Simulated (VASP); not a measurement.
# ScAl3As4 (P-43m) in VASP: notebook

ScAl3As4 is run at these levels: PBE; tasks: single point, relaxation of cell and atoms.

All numbers are computed with VASP 6.6.1; they aren't measurements. Logs are shortened: lines on timing, memory, paths and dates and some standing lists are left out, and cuts for length are marked.

### 1 The cell of the first run

The structure is cubic, space group P-43m (No. 215). Conventional cell: a = 5.820 Å, b = 5.820 Å, c = 5.820 Å, α = 90.00°, β = 90.00°, γ = 90.00°. Within 3.4 Å of Sc (site symmetry -43m) lie 4 As at 2.61 Å. Al (site symmetry -42m) has 4 As at 2.49 Å within 3.3 Å. As (site symmetry 3m) has 3 Al at 2.49 Å and 1 Sc at 2.61 Å within 3.3 Å.

### 2 Single point, PBE

Contents of INCAR:

```
ALGO = Normal ; EDIFF = 1E-6
ENCUT = 500 ; GGA = PE
GGA_COMPAT = False ; ISIF = 2
ISMEAR = 0 ; LASPH = True
LCHARG = False ; LREAL = False
LWAVE = False ; NBANDS = 30
NELM = 120 ; PREC = Accurate
SIGMA = 0.2
```

Contents of KPOINTS:

```
k-points
0
Gamma
  3 3 3
```

Contents of POSCAR:

```
ScAl3As4
1.0
    5.8197449122      0.0000000000      0.0000000000
    0.0000000000      5.8197449122      0.0000000000
    0.0000000000      0.0000000000      5.8197449122
Sc Al As
1 3 4
Direct
    0.0000000000      0.0000000000      0.0000000000
    0.5000000000      0.0000000000      0.5000000000
    0.0000000000      0.5000000000      0.5000000000
    0.5000000000      0.5000000000      0.0000000000
    0.7412070166      0.7412070166      0.2587929834
    0.7412070166      0.2587929834      0.7412070166
    0.2587929834      0.7412070166      0.7412070166
    0.2587929834      0.2587929834      0.2587929834
```

Potentials or basis: VASP PAW PBE potentials, release 64 (Sc_sv, Al, As).

On the command line:

```sh
cat potpaw_PBE.64/Sc_sv/POTCAR potpaw_PBE.64/Al/POTCAR potpaw_PBE.64/As/POTCAR > POTCAR
mpirun -np 1 vasp_std > vasp.out
```

OUTCAR:

```text
EDIFF = 1E-6
   ENCUT = 500
   GGA = PE
   ISIF = 2
   ISMEAR = 0
   LASPH = True
   LREAL = False
   NELM = 120
   PREC = Accurate

 ion  position               nearest neighbor table
   1  0.000  0.000  0.000-   5 2.61   6 2.61   7 2.61   8 2.61
   2  0.500  0.000  0.500-   5 2.49   6 2.49   7 2.49   8 2.49
   3  0.000  0.500  0.500-   5 2.49   6 2.49   7 2.49   8 2.49
   4  0.500  0.500  0.000-   5 2.49   6 2.49   7 2.49   8 2.49
   5  0.741  0.741  0.259-   2 2.49   3 2.49   4 2.49   1 2.61
   6  0.741  0.259  0.741-   2 2.49   3 2.49   4 2.49   1 2.61
   7  0.259  0.741  0.741-   2 2.49   3 2.49   4 2.49   1 2.61
   8  0.259  0.259  0.259-   2 2.49   3 2.49   4 2.49   1 2.61

  LATTYP: Found a simple cubic cell.
 ALAT       =     5.8197449122

  Lattice vectors:

 A1 = (   5.8197449122,   0.0000000000,   0.0000000000)
 A2 = (   0.0000000000,   5.8197449122,   0.0000000000)
 A3 = (   0.0000000000,   0.0000000000,   5.8197449122)

Analysis of symmetry for initial positions (statically):
=====================================================================
 Subroutine PRICEL returns:
 Original cell was already a primitive cell.

 Routine SETGRP: Setting up the symmetry group for a
 simple cubic supercell.

 Subroutine GETGRP returns: Found 24 space group operations
 (whereof 24 operations were pure point group operations)
 out of a pool of 48 trial point group operations.

The static configuration has the point symmetry T_d .

Analysis of symmetry for dynamics (positions and initial velocities):
=====================================================================
 Subroutine PRICEL returns:
 Original cell was already a primitive cell.

 Routine SETGRP: Setting up the symmetry group for a
 simple cubic supercell.

 Subroutine GETGRP returns: Found 24 space group operations
 (whereof 24 operations were pure point group operations)
 out of a pool of 48 trial point group operations.

The dynamic configuration has the point symmetry T_d .

 Subroutine INISYM returns: Found 24 space group operations
 (whereof 24 operations are pure point group operations),
 and found     1 'primitive' translations

----------------------------------------------------------------------------------------
[... 85 lines left out ...]
   LREAL  =      F    real-space projection
   EDIFFG = 0.1E-04   stopping-criterion for IOM
   NSW    =      0    number of steps for IOM
   IBRION =     -1    ionic relax: 0-MD 1-quasi-New 2-CG
   NFREE  =      0    steps in history (QN), initial steepest desc. (CG)
   ISIF   =      2    stress and relaxation
   ISYM   =      2    0-nonsym 1-usesym 2-fastsym
   POTIM  = 0.5000    time-step for ionic-motion
   TEBEG  =    0.0;   TEEND  =   0.0 temperature during run
   PSTRESS=    0.0 pullay stress
   NELECT =      40.0000    total number of electrons
   NUPDOWN=      -1.0000    fix difference up-down
   EMIN   =  10.00;   EMAX   =-10.00  energy-range for DOS
   EFERMI =   0.00;   METHOD = LEGACY
   ISMEAR =     0;   SIGMA  =   0.20  broadening in eV -4-tet -1-fermi 0-gaus
   EFERMI_NEDOS =   21; number of points for ismear=-14 and -15
   IALGO  =     38    algorithm
   IMIX   =      4    mixing-type and parameters
     AMIX     =   0.40;   BMIX     =  1.00
     AMIX_MAG =   1.60;   BMIX_MAG =  1.00
  volume/ion in A,a.u.               =      24.64       166.27
  Fermi-wavevector in a.u.,A,eV,Ry     =   0.962035  1.817983 12.592347  0.925511
  Thomas-Fermi vector in A             =   2.091459
   LORBIT       =      0    0 simple, 1 ext, 2 COOP (PROOUT), +10 PAW based schemes
   GGA     = PE    functional components
   LHFCALC =     F    Hartree Fock is set to
   AEXX    =    0.0000 exact exchange contribution
   IVDW    =     0    specifies the selected vdW correction
   LEPSILON=     F    determine dielectric tensor
   LRPA    =     F    only Hartree local field effects (RPA)
 non-spin polarized calculation
 Gauss-broadening in eV      SIGMA  =   0.20
  energy-cutoff  :      500.00
  volume of cell :      197.11
 maximum number of plane-waves:      5025
 NGX is ok and might be reduce to    42
   NGX = 21   NGY = 21   NGZ = 21

 number of electron      39.9999998 magnetization

 Free energy of the ion-electron system (eV)
  ---------------------------------------------------
  ext. energy  EPLUGINS =         0.00000000
  ---------------------------------------------------
  free energy    TOTEN  =       -40.36465684 eV

  energy without entropy =      -40.36465684  energy(sigma->0) =      -40.36465684

 E-fermi :   3.5951     XC(G=0):  -8.8572

 val. band max:        2.7403132200   @ k =   0.3333   0.3333   0.0000
 cond. band min:       4.4041835326   @ k =   0.0000   0.0000   0.0000
 fundamental gap:      1.6638703125
 Fermi energy:         3.5951470828

 k-point     1 :       0.0000    0.0000    0.0000
  band No.  band energies     occupation
      1     -46.0438      2.00000
      2     -24.6962      2.00000
      3     -24.6962      2.00000
      4     -24.6962      2.00000
      5      -8.1015      2.00000
      6      -6.4250      2.00000
[... 121 lines left out ...]
     29       7.7456      0.00000
     30       7.7456      0.00000

------------------------ aborting loop because EDIFF is reached ----------------------------------------

  FORCE on cell =-STRESS in cart. coord.  units (eV):
  Direction    XX          YY          ZZ          XY          YZ          ZX
  --------------------------------------------------------------------------------------
  -------------------------------------------------------------------------------------
  Total        0.9082013      0.9082013      0.9082013      0.0000000     -0.0000000      0.0000000
  in kB        7.3821158      7.3821158      7.3821158      0.0000000     -0.0000000      0.0000000
  external PRESSURE =       7.3821158 kB  Pullay stress =       0.0000000 kB

 VOLUME and BASIS-vectors are now :
 -----------------------------------------------------------------------------
  energy-cutoff  :      500.00
  volume of cell :      197.11
      direct lattice vectors                 reciprocal lattice vectors
     5.819744912  0.000000000  0.000000000     0.171828837  0.000000000  0.000000000
     0.000000000  5.819744912  0.000000000     0.000000000  0.171828837  0.000000000
     0.000000000  0.000000000  5.819744912     0.000000000  0.000000000  0.171828837

 POSITION                                       TOTAL-FORCE (eV/Angst)
 -----------------------------------------------------------------------------------
      0.00000      0.00000      0.00000         0.000000      0.000000      0.000000
      2.90987      0.00000      2.90987         0.000000     -0.000000      0.000000
      0.00000      2.90987      2.90987         0.000000     -0.000000      0.000000
      2.90987      2.90987      0.00000         0.000000      0.000000      0.000000
      4.31364      4.31364      1.50611        -0.000858     -0.000858      0.000858
      4.31364      1.50611      4.31364        -0.000858      0.000858     -0.000858
      1.50611      4.31364      4.31364         0.000858     -0.000858     -0.000858
      1.50611      1.50611      1.50611         0.000858      0.000858      0.000858
 -----------------------------------------------------------------------------------
    total drift:                                0.000000      0.000000      0.000000

  FREE ENERGIE OF THE ION-ELECTRON SYSTEM (eV)
  ---------------------------------------------------
  free  energy   TOTEN  =       -40.3646568393 eV

  energy  without entropy=      -40.3646568380  energy(sigma->0) =      -40.36465684
```

OSZICAR:

```text
N       E                     dE             d eps       ncg     rms          rms(c)
DAV:   1     0.267673128865E+03    0.26767E+03   -0.14750E+04   240   0.110E+03
DAV:   2    -0.465754162507E+01   -0.27233E+03   -0.26194E+03   240   0.295E+02
DAV:   3    -0.414558258359E+02   -0.36798E+02   -0.35349E+02   352   0.919E+01
DAV:   4    -0.430301032176E+02   -0.15743E+01   -0.15677E+01   352   0.204E+01
DAV:   5    -0.430707163722E+02   -0.40613E-01   -0.40580E-01   314   0.381E+00    0.928E+00
DAV:   6    -0.404635389876E+02    0.26072E+01   -0.77196E+00   368   0.186E+01    0.390E+00
DAV:   7    -0.403735087701E+02    0.90030E-01   -0.65460E-01   356   0.441E+00    0.253E+00
DAV:   8    -0.403651134993E+02    0.83953E-02   -0.20819E-01   368   0.236E+00    0.658E-01
DAV:   9    -0.403656888545E+02   -0.57536E-03   -0.65162E-02   368   0.202E+00    0.324E-01
DAV:  10    -0.403649175027E+02    0.77135E-03   -0.20918E-02   352   0.126E+00    0.166E-01
DAV:  11    -0.403645818993E+02    0.33560E-03   -0.28684E-03   354   0.449E-01    0.588E-02
DAV:  12    -0.403646383298E+02   -0.56431E-04   -0.14781E-04   316   0.762E-02    0.284E-02
DAV:  13    -0.403646556436E+02   -0.17314E-04   -0.50899E-05   288   0.357E-02    0.911E-03
DAV:  14    -0.403646571132E+02   -0.14696E-05   -0.23056E-06   272   0.970E-03    0.353E-03
DAV:  15    -0.403646568393E+02    0.27383E-06   -0.91197E-07   186   0.668E-03
   1 F= -.40364657E+02 E0= -.40364657E+02  d E =-.132477E-08
```

stdout:

```text
POSCAR found type information on POSCAR ScAlAs
 POSCAR found :  3 types and       8 ions
 scaLAPACK will be used
 LDA part: xc-table for (Slater+PW92), standard interpolation
 POSCAR, INCAR and KPOINTS ok, starting setup
 FFT: planning ... GRIDC
 FFT: planning ... GRID_SOFT
 FFT: planning ... GRID
 WAVECAR not read
 entering main loop
```

Wall time 16 s (1 thread of Intel Xeon 6975P-C (Granite Rapids), shared host); peak memory 0.25 GiB.

Results:

| Item | Value |
| --- | --- |
| Free energy | -40.3647 eV |
| Pressure | 0.7 GPa |
| Band gap on the k mesh | 1.66 eV (least direct gap 1.68 eV) |

Levels at points of the mesh, in eV from the valence-band top:
```tsv
k point	band 16	band 17	band 18	band 19	band 20	band 21	band 22	band 23	band 24	band 25
(0.00, 0.00, 0.00)	-1.10	-1.10	-0.02	-0.02	-0.02	1.66	1.66	1.95	1.95	1.95
```

Caveat: an odd mesh through Γ misses points on the zone boundary, where band edges can lie.

(Continued in part 2 of 4.)
